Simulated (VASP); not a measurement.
# GaN: elastic constants with LDA

Crystal: GaN.

```
CELL_PARAMETERS angstrom
2.22770 2.22770 0.00000
-2.22770 2.22770 0.00000
0.00000 2.22770 2.22770
ATOMIC_POSITIONS crystal
Ga 0.00000 0.00000 0.00000
N 0.25000 0.75000 0.50000
```

```
Program                   : VASP 6.6.1
Task                      : elastic constants
Functional                : LDA
Potentials or basis       : VASP PAW LDA potentials, release 64 (Ga_d, N)
Cutoff                    : 600 eV
k mesh                    : 10 × 10 × 10
Occupations               : gaussian, width 0.01 eV
Spin                      : no spin polarisation
Dipole correction         : no
Ions in elastic constants : relaxed
Further INCAR settings    : ALGO = Normal; EDIFF = 1e-08; IBRION = 6; POTIM = 0.015; NSW = 1; ISIF = 3
```

- Elastic constants C11, C12, C44: 289, 161, 161 GPa
- Voigt bulk modulus: 204 GPa
- Highest phonon frequency at Γ, LO-TO splitting left out: 557 cm⁻¹

Phonon frequencies in cm⁻¹ (negative: imaginary):
| q point | frequencies |
| --- | --- |
| (0.000, 0.000, 0.000) | 0 0 0 557 557 557 |

Elastic tensor in Voigt notation (GPa, in the Cartesian axes of the cell as first typed):
```
289 161 161   0   0   0
161 289 161   0   0   0
161 161 289   0   0   0
  0   0   0 161   0   0
  0   0   0   0 161   0
  0   0   0   0   0 161
```

Clamped-ion elastic tensor (GPa):
```
289 161 161   0   0   0
161 289 161   0   0   0
161 161 289   0   0   0
  0   0   0 210   0   0
  0   0   0   0 210   0
  0   0   0   0   0 210
```

It took 7.8 min on 1 thread of AMD EPYC 9R45 96-Core Processor (Zen 5) (shared host), peak memory 0.28 GiB.

Caveat: the cell is under stress, which shifts elastic constants.
